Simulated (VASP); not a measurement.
# NaI (F-43m) in VASP: further runs

NaI is run at these levels: r2SCAN; tasks: single point.

Everything below comes from runs of VASP 6.6.1. Logs are shortened: lines on timing, memory, paths and dates and some standing lists are left out, and cuts for length are marked.

## Step 1: The cell of the first run

The structure is cubic, space group F-43m (No. 216). The conventional cell has a = 7.015 Å, b = 7.015 Å, c = 7.015 Å, α = 90.00°, β = 90.00°, γ = 90.00°. Within 4.0 Å of Na (site symmetry -43m) lie 4 I at 3.04 Å. I (site symmetry -43m) has 4 Na at 3.04 Å within 4.0 Å.

## Step 2: Single point, r2SCAN (volume changed by -3%)

Contents of POSCAR:

```
NaI
1.0
    0.0000000000      3.5073994173      3.5073994173
    3.5073994173      0.0000000000      3.5073994173
    3.5073994173      3.5073994173      0.0000000000
Na I
1 1
Direct
    0.0000000000      0.0000000000      0.0000000000
    0.2500000000      0.2500000000      0.2500000000
```

Contents of INCAR.step1:

```
PREC     = Accurate       # precision mode
ENCUT    = 520            # plane-wave cutoff, eV
ISMEAR   = 0              # smearing method
SIGMA    = 0.01           # smearing width, eV
LREAL    = False          # projectors in reciprocal space
LASPH    = True           # aspherical terms in the spheres
NELM     = 60             # most SCF steps
NBANDS   = 14             # bands
GGA      = PE             # functional
ALGO     = Normal         # electronic algorithm
EDIFF    = 1E-4           # SCF threshold, eV
LWAVE    = True           # write WAVECAR
LCHARG   = False          # write CHGCAR
```

Contents of INCAR.step2:

```
PREC     = Accurate       # precision mode
ENCUT    = 520            # plane-wave cutoff, eV
EDIFF    = 1E-7           # SCF threshold, eV
ISMEAR   = 0              # smearing method
SIGMA    = 0.01           # smearing width, eV
LREAL    = False          # projectors in reciprocal space
LASPH    = True           # aspherical terms in the spheres
NELM     = 60             # most SCF steps
ALGO     = Normal         # electronic algorithm
ISIF     = 2              # what is computed and relaxed
LWAVE    = False          # write WAVECAR
LCHARG   = False          # write CHGCAR
METAGGA  = R2SCAN         # meta-GGA
LMIXTAU  = True         
NBANDS   = 14             # bands
ISTART   = 1
```

Contents of KPOINTS:

```
Automatic mesh
0
Gamma
  6 6 6
```

Potentials or basis: VASP PAW PBE potentials, release 64 (Na_pv, I).

Launch:

```
$ cat potpaw_PBE.64/Na_pv/POTCAR potpaw_PBE.64/I/POTCAR > POTCAR
$ cp INCAR.step1 INCAR
$ mpirun -np 1 vasp_std > vasp.out
$ cp INCAR.step2 INCAR
$ mpirun -np 1 vasp_std > vasp.out
```

OUTCAR:

```text
PREC = Accurate
   ENCUT = 520
   EDIFF = 1E-7
   ISMEAR = 0
   LREAL = False
   LASPH = True
   NELM = 60
   ISIF = 2
   METAGGA = R2SCAN
   ISTART = 1

 ion  position               nearest neighbor table
   1  0.000  0.000  0.000-   2 3.04   2 3.04   2 3.04   2 3.04
   2  0.250  0.250  0.250-   1 3.04   1 3.04   1 3.04   1 3.04

  LATTYP: Found a face centered cubic cell.
 ALAT       =     7.0147988346

  Lattice vectors:

 A1 = (   0.0000000000,   3.5073994173,   3.5073994173)
 A2 = (   3.5073994173,   0.0000000000,   3.5073994173)
 A3 = (   3.5073994173,   3.5073994173,   0.0000000000)

Analysis of symmetry for initial positions (statically):
=====================================================================
 Subroutine PRICEL returns:
 Original cell was already a primitive cell.

 Routine SETGRP: Setting up the symmetry group for a
 face centered cubic supercell.

 Subroutine GETGRP returns: Found 24 space group operations
 (whereof 24 operations were pure point group operations)
 out of a pool of 48 trial point group operations.

The static configuration has the point symmetry T_d .

Analysis of symmetry for dynamics (positions and initial velocities):
=====================================================================
 Subroutine PRICEL returns:
 Original cell was already a primitive cell.

 Routine SETGRP: Setting up the symmetry group for a
 face centered cubic supercell.

 Subroutine GETGRP returns: Found 24 space group operations
 (whereof 24 operations were pure point group operations)
 out of a pool of 48 trial point group operations.

The dynamic configuration has the point symmetry T_d .

 Subroutine INISYM returns: Found 24 space group operations
 (whereof 24 operations are pure point group operations),
 and found     1 'primitive' translations

----------------------------------------------------------------------------------------

                                     Primitive cell

  volume of cell :      86.2950

  direct lattice vectors                    reciprocal lattice vectors
     0.000000000  3.507399417  3.507399417    -0.142555763  0.142555763  0.142555763
     3.507399417  0.000000000  3.507399417     0.142555763 -0.142555763  0.142555763
     3.507399417  3.507399417  0.000000000     0.142555763  0.142555763 -0.142555763

  length of vectors
     4.960211825  4.960211825  4.960211825     0.246913824  0.246913824  0.246913824

  position of ions in fractional coordinates (direct lattice)
     0.000000000  0.000000000  0.000000000
     0.250000000  0.250000000  0.250000000

  ion indices of the primitive-cell ions
   primitive index   ion index
                 1           1
                 2           2

----------------------------------------------------------------------------------------

 KPOINTS: Automatic mesh

Automatic generation of k-mesh.
 Grid dimensions read from file:
 generate k-points for:    6    6    6

 Generating k-lattice:

  Cartesian coordinates                     Fractional coordinates (reciprocal lattice)
    -0.023759294  0.023759294  0.023759294     0.166666667  0.000000000  0.000000000
     0.023759294 -0.023759294  0.023759294     0.000000000  0.166666667  0.000000000
     0.023759294  0.023759294 -0.023759294     0.000000000  0.000000000  0.166666667

  Length of vectors
     0.041152304  0.041152304  0.041152304

  Shift w.r.t. Gamma in fractional coordinates (k-lattice)
     0.000000000  0.000000000  0.000000000

 Subroutine IBZKPT returns following result:
 ===========================================

 Found     16 irreducible k-points:

 Following reciprocal coordinates:
            Coordinates               Weight
  0.000000  0.000000  0.000000      1.000000
  0.166667  0.000000  0.000000      8.000000
  0.333333  0.000000  0.000000      8.000000
  0.500000  0.000000  0.000000      4.000000
  0.166667  0.166667  0.000000      6.000000
  0.333333  0.166667  0.000000     24.000000
[... 8 lines left out ...]
 -0.333333  0.333333  0.166667     24.000000
 -0.333333  0.500000  0.166667     12.000000
   k-points           NKPTS =     16   k-points in BZ     NKDIM =     16   number of bands    NBANDS=     14
   number of dos      NEDOS =    301   number of ions     NIONS =      2
   total plane-waves  NPLWV =  64000
   dimension x,y,z NGX =    40 NGY =   40 NGZ =   40
   dimension x,y,z NGXF=    80 NGYF=   80 NGZF=   80
   ions per type =               1   1
   NGX,Y,Z   is equivalent  to a cutoff of  13.41, 13.41, 13.41 a.u.
   NGXF,Y,Z  is equivalent  to a cutoff of  26.81, 26.81, 26.81 a.u.
 SYSTEM =  unknown system
   PREC   = accura    normal or accurate (medium, high low for compatibility)
   ISTART =      1    job   : 0-new  1-cont  2-samecut
   ICHARG =      0    charge: 1-file 2-atom 10-const
   ISPIN  =      1    spin polarized calculation?
   LNONCOLLINEAR =      F non collinear calculations
   LSORBIT =      F    spin-orbit coupling
   LASPH  =      T    aspherical Exc in radial PAW
   ENCUT  =  520.0 eV  38.22 Ry    6.18 a.u.   9.22  9.22  9.22*2*pi/ulx,y,z
   NELM   =     60;   NELMIN=  2; NELMDL=  0     # of ELM steps
   EDIFF  = 0.1E-06   stopping-criterion for ELM
   LREAL  =      F    real-space projection
   EDIFFG = 0.1E-05   stopping-criterion for IOM
   NSW    =      0    number of steps for IOM
   IBRION =     -1    ionic relax: 0-MD 1-quasi-New 2-CG
   NFREE  =      0    steps in history (QN), initial steepest desc. (CG)
   ISIF   =      2    stress and relaxation
   ISYM   =      2    0-nonsym 1-usesym 2-fastsym
   POTIM  = 0.5000    time-step for ionic-motion
   TEBEG  =    0.0;   TEEND  =   0.0 temperature during run
   PSTRESS=    0.0 pullay stress
   NELECT =      14.0000    total number of electrons
   NUPDOWN=      -1.0000    fix difference up-down
   EMIN   =  10.00;   EMAX   =-10.00  energy-range for DOS
   EFERMI =   0.00;   METHOD = LEGACY
   ISMEAR =     0;   SIGMA  =   0.01  broadening in eV -4-tet -1-fermi 0-gaus
   EFERMI_NEDOS =   21; number of points for ismear=-14 and -15
   IALGO  =     38    algorithm
   IMIX   =      4    mixing-type and parameters
     AMIX     =   0.40;   BMIX     =  1.00
     AMIX_MAG =   1.60;   BMIX_MAG =  1.00
  volume/ion in A,a.u.               =      43.15       291.17
  Fermi-wavevector in a.u.,A,eV,Ry     =   0.892871  1.687282 10.846830  0.797219
  Thomas-Fermi vector in A             =   2.014876
   LORBIT       =      0    0 simple, 1 ext, 2 COOP (PROOUT), +10 PAW based schemes
   METAGGA = R2SCAN    functional components
   LHFCALC =     F    Hartree Fock is set to
   AEXX    =    0.0000 exact exchange contribution
   IVDW    =     0    specifies the selected vdW correction
   LEPSILON=     F    determine dielectric tensor
   LRPA    =     F    only Hartree local field effects (RPA)
 non-spin polarized calculation
 Gauss-broadening in eV      SIGMA  =   0.01
  energy-cutoff  :      520.00
  volume of cell :       86.30
 maximum number of plane-waves:      2357
 NGX is ok and might be reduce to    40
   NGX = 19   NGY = 19   NGZ = 19

 number of electron      14.0000008 magnetization

 Free energy of the ion-electron system (eV)
  ---------------------------------------------------
  ext. energy  EPLUGINS =         0.00000000
  ---------------------------------------------------
  free energy    TOTEN  =       -30.91604482 eV

  energy without entropy =      -30.91604482  energy(sigma->0) =      -30.91604482

 E-fermi :  -1.2693     XC(G=0):  -6.9207

 val. band max:       -1.3148036334   @ k =   0.0000   0.0000   0.0000
 cond. band min:       3.1623913025   @ k =   0.0000   0.0000   0.0000
 fundamental gap:      4.4771949359
 Fermi energy:        -1.2692979217

 k-point     1 :       0.0000    0.0000    0.0000
  band No.  band energies     occupation
      1     -24.1430      2.00000
      2     -24.1427      2.00000
      3     -24.1427      2.00000
      4     -12.0932      2.00000
      5      -1.3148      2.00000
      6      -1.3148      2.00000
      7      -1.3148      2.00000
      8       3.1624      0.00000
      9       7.3018      0.00000
     10       7.3018      0.00000
     11       7.3020      0.00000
     12       9.0113      0.00000
     13       9.0113      0.00000
     14      10.6789      0.00000

 k-point     2 :       0.1667    0.0000    0.0000
  band No.  band energies     occupation
      1     -24.1436      2.00000
      2     -24.1431      2.00000
      3     -24.1428      2.00000
      4     -12.0563      2.00000
      5      -1.7102      2.00000
      6      -1.3507      2.00000
      7      -1.3507      2.00000
      8       3.7579      0.00000
      9       6.9500      0.00000
     10       7.4489      0.00000
     11       7.4491      0.00000
     12       8.6026      0.00000
     13       8.6026      0.00000
     14      10.1447      0.00000

 k-point     3 :       0.3333    0.0000    0.0000
  band No.  band energies     occupation
      1     -24.1451      2.00000
      2     -24.1433      2.00000
      3     -24.1430      2.00000
      4     -11.9805      2.00000
      5      -2.3333      2.00000
      6      -1.4198      2.00000
      7      -1.4198      2.00000
      8       4.6244      0.00000
      9       6.8034      0.00000
     10       7.1651      0.00000
     11       7.1653      0.00000
     12       9.3249      0.00000
     13       9.3250      0.00000
     14       9.6411      0.00000
[... 188 lines left out ...]
 k-point    15 :      -0.3333    0.3333    0.1667
  band No.  band energies     occupation
      1     -24.1458      2.00000
      2     -24.1441      2.00000
      3     -24.1435      2.00000
      4     -11.9042      2.00000
      5      -2.3184      2.00000
      6      -1.9854      2.00000
      7      -1.6504      2.00000
      8       5.3629      0.00000
      9       6.1280      0.00000
     10       7.1034      0.00000
     11       7.8543      0.00000
     12       9.3294      0.00000
     13      10.5431      0.00000
     14      11.2948      0.00000

 k-point    16 :      -0.3333    0.5000    0.1667
  band No.  band energies     occupation
      1     -24.1460      2.00000
      2     -24.1440      2.00000
      3     -24.1437      2.00000
      4     -11.8917      2.00000
      5      -2.3278      2.00000
      6      -1.9456      2.00000
      7      -1.7775      2.00000
      8       4.8286      0.00000
      9       6.2028      0.00000
     10       7.6975      0.00000
     11       7.8713      0.00000
     12      10.3374      0.00000
     13      11.0439      0.00000
     14      11.3075      0.00000

------------------------ aborting loop because EDIFF is reached ----------------------------------------

  FORCE on cell =-STRESS in cart. coord.  units (eV):
  Direction    XX          YY          ZZ          XY          YZ          ZX
  --------------------------------------------------------------------------------------
  -------------------------------------------------------------------------------------
  Total        0.1794415      0.1794415      0.1794415      0.0000000      0.0000000      0.0000000
  in kB        3.3315608      3.3315608      3.3315608      0.0000000      0.0000000      0.0000000
  external PRESSURE =       3.3315608 kB  Pullay stress =       0.0000000 kB

 VOLUME and BASIS-vectors are now :
 -----------------------------------------------------------------------------
  energy-cutoff  :      520.00
  volume of cell :       86.30
      direct lattice vectors                 reciprocal lattice vectors
     0.000000000  3.507399417  3.507399417    -0.142555763  0.142555763  0.142555763
     3.507399417  0.000000000  3.507399417     0.142555763 -0.142555763  0.142555763
     3.507399417  3.507399417  0.000000000     0.142555763  0.142555763 -0.142555763

 POSITION                                       TOTAL-FORCE (eV/Angst)
 -----------------------------------------------------------------------------------
      0.00000      0.00000      0.00000        -0.000000     -0.000000     -0.000000
      1.75370      1.75370      1.75370         0.000000      0.000000      0.000000
 -----------------------------------------------------------------------------------
    total drift:                               -0.000000     -0.000000     -0.000000

  FREE ENERGIE OF THE ION-ELECTRON SYSTEM (eV)
  ---------------------------------------------------
  free  energy   TOTEN  =       -30.9160448153 eV

  energy  without entropy=      -30.9160448153  energy(sigma->0) =      -30.91604482
```

It took 1.7 min on 1 thread of AMD EPYC 7R13 (Zen 3), shared host; peak memory 0.22 GiB.

What came out:

```yaml
Free_energy: -30.9160 eV
Pressure: 0.3 GPa
Band_gap_on_the_k_mesh: 4.48 eV, direct
```

Caveat: the cell differs from its parent crystal (volume changed by -3%); the PAW data sets were made with another functional, which shifts forces and pressure a little; spin-orbit coupling is left out, which moves the levels of the heavy elements.

## Step 3: Single point, r2SCAN

This run uses another cell than the first one, of 44.48 Å³/atom, 1.031 times its volume.

Contents of POSCAR:

```
NaI
1.0
    0.0000000000      3.5431916794      3.5431916794
    3.5431916794      0.0000000000      3.5431916794
    3.5431916794      3.5431916794      0.0000000000
Na I
1 1
Direct
    0.0000000000      0.0000000000      0.0000000000
    0.2500000000      0.2500000000      0.2500000000
```

Contents of INCAR.step1:

```
  ALGO = Normal
  EDIFF = 1E-4
  ENCUT = 520
  GGA = PE
  ISMEAR = 0
  LASPH = True
  LCHARG = False
  LREAL = False
  LWAVE = True
  NBANDS = 14
  NELM = 60
  PREC = Accurate
  SIGMA = 0.01
```

Contents of INCAR.step2:

```
  ALGO = Normal
  EDIFF = 1E-6
  ENCUT = 520
  ISIF = 2
  ISMEAR = 0
  ISTART = 1
  LASPH = True
  LCHARG = False
  LMIXTAU = True
  LREAL = False
  LWAVE = False
  METAGGA = R2SCAN
  NBANDS = 14
  NELM = 60
  PREC = Accurate
  SIGMA = 0.01
```

Contents of KPOINTS:

```
k-points
0
Gamma
  6 6 6
```

Potentials or basis: VASP PAW PBE potentials, release 64 (Na_pv, I).

Launch:

```
$ cat potpaw_PBE.64/Na_pv/POTCAR potpaw_PBE.64/I/POTCAR > POTCAR
$ cp INCAR.step1 INCAR
$ mpirun -np 1 vasp_std > vasp.out
$ cp INCAR.step2 INCAR
$ mpirun -np 1 vasp_std > vasp.out
```

It took 89 s on 1 thread of AMD EPYC 7R13 (Zen 3), shared host; peak memory 0.23 GiB.

The run converged. Its results:

| Property | Result |
| --- | --- |
| Free energy | -30.9178 eV |
| Pressure | -0.1 GPa |
| Band gap on the k mesh | 4.42 eV, direct |

Levels at points of the mesh, in eV from the valence-band top:
```tsv
k point	band 4	band 5	band 6	band 7	band 8	band 9	band 10	band 11
(0.00, 0.00, 0.00)	-10.74	0.00	0.00	0.00	4.42	8.57	8.57	8.57
(0.50, 0.00, 0.00)	-10.60	-1.22	-0.13	-0.13	6.10	8.19	8.24	8.24
(0.50, 0.50, 0.00)	-10.55	-1.12	-0.40	-0.40	5.57	6.85	9.84	11.24
```

Caveat: the PAW data sets were made with another functional, which shifts forces and pressure a little; spin-orbit coupling is left out, which moves the levels of the heavy elements. r2SCAN opens gaps a little over a GGA but as a rule still falls short of measured ones.
